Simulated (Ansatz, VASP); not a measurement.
# N in VASP and in Ansatz

INCAR

```
SYSTEM = N
  PREC = Accurate
  ENCUT = 520
  EDIFF = 1E-6
  ISMEAR = 0
  SIGMA = 0.05
  LREAL = .False.
  LASPH = .True.
  NELM = 100
  ALGO = Normal
  ISIF = 2
  LWAVE = .False.
  LCHARG = .False.
  GGA = PS
  NBANDS = 18
```

Contents of KPOINTS:

```
Automatic mesh
0
Gamma
  6 6 6
  0 0 0
```

POSCAR

```
N
1.0
    4.3114102317      0.0000000000      0.0000000000
    0.0000000000      4.3114102317      0.0000000000
    0.0000000000      0.0000000000      4.7969794448
N
4
Direct
    0.9042752000      0.9042752000      0.0000000000
    0.5957248000      0.4042752000      0.5000000000
    0.0957248000      0.0957248000      0.0000000000
    0.4042752000      0.5957248000      0.5000000000
```

Input for Ansatz:

```yaml
crystal:
  lattice:
    - [4.3114102317, 0.0, 0.0]
    - [0.0, 4.3114102317, 0.0]
    - [0.0, 0.0, 4.7969794448]
  atoms:
    - { symbol: "N", position: [0.9042752, 0.9042752, 0.0] }
    - { symbol: "N", position: [0.5957248, 0.4042752, 0.5] }
    - { symbol: "N", position: [0.0957248, 0.0957248, 0.0] }
    - { symbol: "N", position: [0.4042752, 0.5957248, 0.5] }
basis:
  ecutwfc: 420
kpoints:
  mp_grid: { grid: [6, 6, 6] }
hamiltonian:
  xc: pbesol
scf:
  occupations: { method: gaussian, width: 0.05 }
output:
  forces: true
  stress: true
  eigenvalues: true
```

Alike in both runs: task single point; functional PBEsol; k mesh 6 × 6 × 6; occupations gaussian, width 0.05 eV; no spin polarisation.

|  | VASP | Ansatz |
| --- | --- | --- |
| version | VASP 6.6.1 | Ansatz 0.2.0 |
| potentials or method | VASP PAW PBE potentials, release 64 (N), cutoff 520 eV | scalar-relativistic, plane waves, PAW |
| valence electrons in the cell | 20 | 20 |

```csv
,VASP,Ansatz,Ansatz less VASP
gap on the k mesh at the Fermi level (eV),6.18,6.22,+0.040
least direct gap on the mesh (eV),6.18,6.22,+0.040
pressure (GPa),-9.4,-10.3,-0.86
"traceless stress, the component that is largest in VASP (GPa)",9.80,10.79,+0.990
rms of the force components (eV/Å),3.998,4.413,+0.4153
```

VASP's potentials were made for PBE, not for PBEsol. Atom by atom the forces differ by 0.415 eV/Å (rms over components).

Noted on VASP's run: the standard files for N, O and F lose accuracy on very short bonds.
